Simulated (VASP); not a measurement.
# MnSi (zincblende type) (R3m) in VASP: single point with PBE

Aim: the single point of MnSi (zincblende type) with PBE.

All numbers are computed with VASP 6.6.1; they aren't measurements. Logs are shortened: lines on timing, memory, paths and dates and some standing lists are left out, and cuts for length are marked.

## (1) The cell of the first run

It takes space group R3m (No. 160, trigonal). The conventional cell has a = 3.909 Å, b = 3.909 Å, c = 9.013 Å, α = 90.00°, β = 90.00°, γ = 120.00°. Mn (site symmetry 3m) has 4 Si at 2.25 to 2.38 Å within 3.0 Å. Within 3.0 Å of Si (site symmetry 3m) lie 4 Mn at 2.25 to 2.38 Å.

## (2) Single point, PBE, collinear spin, ferromagnetic start (equal xy, yz and zx shear strains of -4 %)

File INCAR:

```
  PREC = Accurate
  ENCUT = 520
  EDIFF = 1E-7
  ISMEAR = -1
  SIGMA = 0.05
  LREAL = F
  LASPH = T
  NELM = 150
  ALGO = Normal
  ISIF = 2
  LWAVE = F
  LCHARG = F
  ISPIN = 2
  MAGMOM = 4 0
  LORBIT = 11
  LMAXMIX = 4
  GGA = PE
  NBANDS = 20
```

File KPOINTS:

```
Automatic mesh
0
Gamma
  10 10 10
```

File POSCAR:

```
MnSi
1.0
   -0.1084087368      2.6560140516      2.6560140516
    2.6560140516     -0.1084087368      2.6560140516
    2.6560140516      2.6560140516     -0.1084087368
Mn Si
1 1
Direct
    0.0000000000      0.0000000000      0.0000000000
    0.2500000000      0.2500000000      0.2500000000
```

Potentials or basis: VASP PAW PBE potentials, release 64 (Mn_pv, Si).

Command:

```sh
$ cat potpaw_PBE.64/Mn_pv/POTCAR potpaw_PBE.64/Si/POTCAR > POTCAR
$ mpirun -np 1 vasp_std > vasp.out
```

OUTCAR:

```text
PREC = Accurate
   ENCUT = 520
   EDIFF = 1E-7
   ISMEAR = -1
   LREAL = F
   LASPH = T
   NELM = 150
   ISIF = 2
   ISPIN = 2
   LORBIT = 11
   GGA = PE

 ion  position               nearest neighbor table
   1  0.000  0.000  0.000-   2 2.25   2 2.38   2 2.38   2 2.38
   2  0.250  0.250  0.250-   1 2.25   1 2.38   1 2.38   1 2.38

  LATTYP: Found a trigonal (rhomboedric) cell.
 ALAT       =     3.7577351874
 COS(alpha) =     0.4588014981

  Lattice vectors:

 A1 = (  -0.1084087368,   2.6560140516,   2.6560140516)
 A2 = (   2.6560140516,  -0.1084087368,   2.6560140516)
 A3 = (   2.6560140516,   2.6560140516,  -0.1084087368)

Analysis of symmetry for initial positions (statically):
=====================================================================
 Subroutine PRICEL returns:
 Original cell was already a primitive cell.

 Routine SETGRP: Setting up the symmetry group for a
 trigonal (rhombohedral) supercell.

 Subroutine GETGRP returns: Found  6 space group operations
 (whereof  6 operations were pure point group operations)
 out of a pool of 12 trial point group operations.

The static configuration has the point symmetry C_3v.

Analysis of symmetry for dynamics (positions and initial velocities):
=====================================================================
 Subroutine PRICEL returns:
 Original cell was already a primitive cell.

 Routine SETGRP: Setting up the symmetry group for a
 trigonal (rhombohedral) supercell.

 Subroutine GETGRP returns: Found  6 space group operations
 (whereof  6 operations were pure point group operations)
 out of a pool of 12 trial point group operations.

The dynamic configuration has the point symmetry C_3v.

Analysis of structural, dynamic, and magnetic symmetry:
=====================================================================
 Subroutine PRICEL returns:
 Original cell was already a primitive cell.

 Routine SETGRP: Setting up the symmetry group for a
 trigonal (rhombohedral) supercell.

 Subroutine GETGRP returns: Found  6 space group operations
 (whereof  6 operations were pure point group operations)
 out of a pool of 12 trial point group operations.

The overall configuration has the point symmetry C_3v.

 Subroutine INISYM returns: Found  6 space group operations
 (whereof  6 operations are pure point group operations),
 and found     1 'primitive' translations

----------------------------------------------------------------------------------------

                                     Primitive cell

  volume of cell :      39.7662

  direct lattice vectors                    reciprocal lattice vectors
    -0.108408737  2.656014052  2.656014052    -0.177101468  0.184637700  0.184637700
     2.656014052 -0.108408737  2.656014052     0.184637700 -0.177101468  0.184637700
     2.656014052  2.656014052 -0.108408737     0.184637700  0.184637700 -0.177101468

  length of vectors
     3.757735187  3.757735187  3.757735187     0.315510841  0.315510841  0.315510841

  position of ions in fractional coordinates (direct lattice)
     0.000000000  0.000000000  0.000000000
     0.250000000  0.250000000  0.250000000

  ion indices of the primitive-cell ions
   primitive index   ion index
                 1           1
                 2           2

----------------------------------------------------------------------------------------

 KPOINTS: Automatic mesh

Automatic generation of k-mesh.
 Grid dimensions read from file:
 generate k-points for:   10   10   10

 Generating k-lattice:

  Cartesian coordinates                     Fractional coordinates (reciprocal lattice)
    -0.017710147  0.018463770  0.018463770     0.100000000 -0.000000000 -0.000000000
     0.018463770 -0.017710147  0.018463770    -0.000000000  0.100000000 -0.000000000
     0.018463770  0.018463770 -0.017710147    -0.000000000 -0.000000000  0.100000000

  Length of vectors
     0.031551084  0.031551084  0.031551084

  Shift w.r.t. Gamma in fractional coordinates (k-lattice)
     0.000000000  0.000000000  0.000000000

 Subroutine IBZKPT returns following result:
 ===========================================

 Found    116 irreducible k-points:

 Following reciprocal coordinates:
            Coordinates               Weight
  0.000000  0.000000  0.000000      1.000000
  0.100000  0.000000 -0.000000      6.000000
  0.200000  0.000000 -0.000000      6.000000
  0.300000  0.000000  0.000000      6.000000
  0.400000  0.000000  0.000000      6.000000
  0.500000  0.000000 -0.000000      3.000000
[... 16 lines left out ...]
  0.300000  0.300000  0.000000      6.000000
  0.400000  0.300000  0.000000     12.000000
 [... further k-points ...]
   k-points           NKPTS =    116   k-points in BZ     NKDIM =    116   number of bands    NBANDS=     20
   number of dos      NEDOS =    301   number of ions     NIONS =      2
   total plane-waves  NPLWV =  21952
   dimension x,y,z NGX =    28 NGY =   28 NGZ =   28
   dimension x,y,z NGXF=    56 NGYF=   56 NGZF=   56
   ions per type =               1   1
   NGX,Y,Z   is equivalent  to a cutoff of  12.39, 12.39, 12.39 a.u.
   NGXF,Y,Z  is equivalent  to a cutoff of  24.77, 24.77, 24.77 a.u.
 SYSTEM =  unknown system
   PREC   = accura    normal or accurate (medium, high low for compatibility)
   ISTART =      0    job   : 0-new  1-cont  2-samecut
   ICHARG =      2    charge: 1-file 2-atom 10-const
   ISPIN  =      2    spin polarized calculation?
   LNONCOLLINEAR =      F non collinear calculations
   LSORBIT =      F    spin-orbit coupling
   LASPH  =      T    aspherical Exc in radial PAW
   ENCUT  =  520.0 eV  38.22 Ry    6.18 a.u.   6.99  6.99  6.99*2*pi/ulx,y,z
   NELM   =    150;   NELMIN=  2; NELMDL= -5     # of ELM steps
   EDIFF  = 0.1E-06   stopping-criterion for ELM
   LREAL  =      F    real-space projection
   EDIFFG = 0.1E-05   stopping-criterion for IOM
   NSW    =      0    number of steps for IOM
   IBRION =     -1    ionic relax: 0-MD 1-quasi-New 2-CG
   NFREE  =      0    steps in history (QN), initial steepest desc. (CG)
   ISIF   =      2    stress and relaxation
   ISYM   =      2    0-nonsym 1-usesym 2-fastsym
   POTIM  = 0.5000    time-step for ionic-motion
   TEBEG  =    0.0;   TEEND  =   0.0 temperature during run
   PSTRESS=    0.0 pullay stress
   NELECT =      17.0000    total number of electrons
   NUPDOWN=      -1.0000    fix difference up-down
   EMIN   =  10.00;   EMAX   =-10.00  energy-range for DOS
   EFERMI =   0.00;   METHOD = LEGACY
   ISMEAR =    -1;   SIGMA  =   0.05  broadening in eV -4-tet -1-fermi 0-gaus
   EFERMI_NEDOS =   21; number of points for ismear=-14 and -15
   IALGO  =     38    algorithm
   IMIX   =      4    mixing-type and parameters
     AMIX     =   0.40;   BMIX     =  1.00
     AMIX_MAG =   1.60;   BMIX_MAG =  1.00
  volume/ion in A,a.u.               =      19.88       134.18
  Fermi-wavevector in a.u.,A,eV,Ry     =   1.233255  2.330515 20.693354  1.520919
  Thomas-Fermi vector in A             =   2.367993
   LORBIT       =     11    0 simple, 1 ext, 2 COOP (PROOUT), +10 PAW based schemes
   GGA     = PE    functional components
   LHFCALC =     F    Hartree Fock is set to
   AEXX    =    0.0000 exact exchange contribution
   IVDW    =     0    specifies the selected vdW correction
   LEPSILON=     F    determine dielectric tensor
   LRPA    =     F    only Hartree local field effects (RPA)
 spin polarized calculation
  energy-cutoff  :      520.00
  volume of cell :       39.77
 maximum number of plane-waves:      1097
   NGX = 13   NGY = 13   NGZ = 13

 number of electron      16.9999985 magnetization       2.5724677

 Free energy of the ion-electron system (eV)
  ---------------------------------------------------
  ext. energy  EPLUGINS =         0.00000000
  ---------------------------------------------------
  free energy    TOTEN  =       -12.94311476 eV

  energy without entropy =      -12.93240474  energy(sigma->0) =      -12.93775975

 E-fermi :   4.7282     XC(G=0):  -9.9065

 val. band max:        4.7273341946   @ k =  -0.4000  -0.4000   0.3000
 cond. band min:       4.7283800119   @ k =   0.4000   0.4000   0.1000
 fundamental gap:      0.0010458173
 Fermi energy:         4.7281860573

 spin component 1

 k-point     1 :       0.0000    0.0000    0.0000
  band No.  band energies     occupation
      1     -44.4985      1.00000
      2     -44.4985      1.00000
      3     -44.4390      1.00000
      4      -4.4112      1.00000
      5       1.8959      1.00000
      6       1.8959      1.00000
[... 12 lines left out ...]
     19      17.8694      0.00000
     20      18.5892      0.00000

 k-point     2 :       0.1000    0.0000   -0.0000
  band No.  band energies     occupation
      1     -44.4989      1.00000
      2     -44.4986      1.00000
      3     -44.4392      1.00000
      4      -4.2848      1.00000
      5       1.8450      1.00000
      6       1.9220      1.00000
[... 498 lines left out ...]
 k-point    24 :       0.4000    0.3000    0.0000
  band No.  band energies     occupation
      1     -44.5013      1.00000
      2     -44.5003      1.00000
      3     -44.4422      1.00000
      4      -2.4931      1.00000
      5       1.0820      1.00000
      6       2.3384      1.00000
[... 12 lines left out ...]
     19      21.5286      0.00000
     20      22.6720      0.00000

 [... further k-points ...]

 spin component 2

 k-point     1 :       0.0000    0.0000    0.0000
  band No.  band energies     occupation
      1     -41.5414      1.00000
      2     -41.5088      1.00000
      3     -41.5088      1.00000
      4      -4.4925      1.00000
      5       3.3384      1.00000
      6       3.3384      1.00000
[... 12 lines left out ...]
     19      17.9675      0.00000
     20      18.7993      0.00000

 k-point     2 :       0.1000    0.0000   -0.0000
  band No.  band energies     occupation
      1     -41.5417      1.00000
      2     -41.5094      1.00000
      3     -41.5089      1.00000
      4      -4.3690      1.00000
      5       3.1961      1.00000
      6       3.3720      1.00000
[... 498 lines left out ...]
 k-point    24 :       0.4000    0.3000    0.0000
  band No.  band energies     occupation
      1     -41.5457      1.00000
      2     -41.5123      1.00000
      3     -41.5111      1.00000
      4      -2.6168      1.00000
      5       1.8740      1.00000
      6       3.6368      1.00000
[... 12 lines left out ...]
     19      21.6691      0.00000
     20      22.8016      0.00000

 [... further k-points ...]
[... 5 lines left out ...]
  --------------------------------------------------------------------------------------
  -------------------------------------------------------------------------------------
  Total        0.1062332      0.1062332      0.1062332      0.5008278      0.5008278      0.5008278
  in kB        4.2801241      4.2801241      4.2801241     20.1782988     20.1782988     20.1782988
  external PRESSURE =       4.2801241 kB  Pullay stress =       0.0000000 kB

 VOLUME and BASIS-vectors are now :
 -----------------------------------------------------------------------------
  energy-cutoff  :      520.00
  volume of cell :       39.77
      direct lattice vectors                 reciprocal lattice vectors
    -0.108408737  2.656014052  2.656014052    -0.177101468  0.184637700  0.184637700
     2.656014052 -0.108408737  2.656014052     0.184637700 -0.177101468  0.184637700
     2.656014052  2.656014052 -0.108408737     0.184637700  0.184637700 -0.177101468

 POSITION                                       TOTAL-FORCE (eV/Angst)
 -----------------------------------------------------------------------------------
      0.00000      0.00000      0.00000        -0.487783     -0.487783     -0.487783
      1.30090      1.30090      1.30090         0.487783      0.487783      0.487783
 -----------------------------------------------------------------------------------
    total drift:                               -0.000037     -0.000037     -0.000038

  FREE ENERGIE OF THE ION-ELECTRON SYSTEM (eV)
  ---------------------------------------------------
  free  energy   TOTEN  =       -12.9431147577 eV

  energy  without entropy=      -12.9324047401  energy(sigma->0) =      -12.93775975

 total charge

# of ion       s       p       d       tot
------------------------------------------
    1        0.366   6.215   5.114  11.695
    2        0.822   0.892   0.000   1.714
--------------------------------------------------
tot          1.188   7.107   5.114  13.410

 magnetization (x)

# of ion       s       p       d       tot
------------------------------------------
    1        0.048  -0.011   2.776   2.814
    2       -0.026  -0.189   0.000  -0.216
--------------------------------------------------
tot          0.022  -0.200   2.776   2.598
```

Wall time 1.8 min (1 thread of AMD EPYC 9R45 (Zen 5), shared host); peak memory 0.24 GiB.

What came out:

```yaml
Free_energy: -12.9431 eV
Pressure: 0.4 GPa
Largest_force: 0.845 eV/Å
Net_moment: 2.57 μB per cell
Site_moments: Mn +2.81; Si -0.22 μB
Valence_electrons_inside_the_program's_atomic_spheres: Mn 11.70; Si 1.71
```

Forces on the atoms (eV/Å):
```
Mn  -0.488 -0.488 -0.488
Si   0.488  0.488  0.488
```

Stress tensor (GPa, compression positive):
```
0.43 2.02 2.02
2.02 0.43 2.02
2.02 2.02 0.43
```

Caveat: the cell differs from its parent crystal (equal xy, yz and zx shear strains of -4 %).
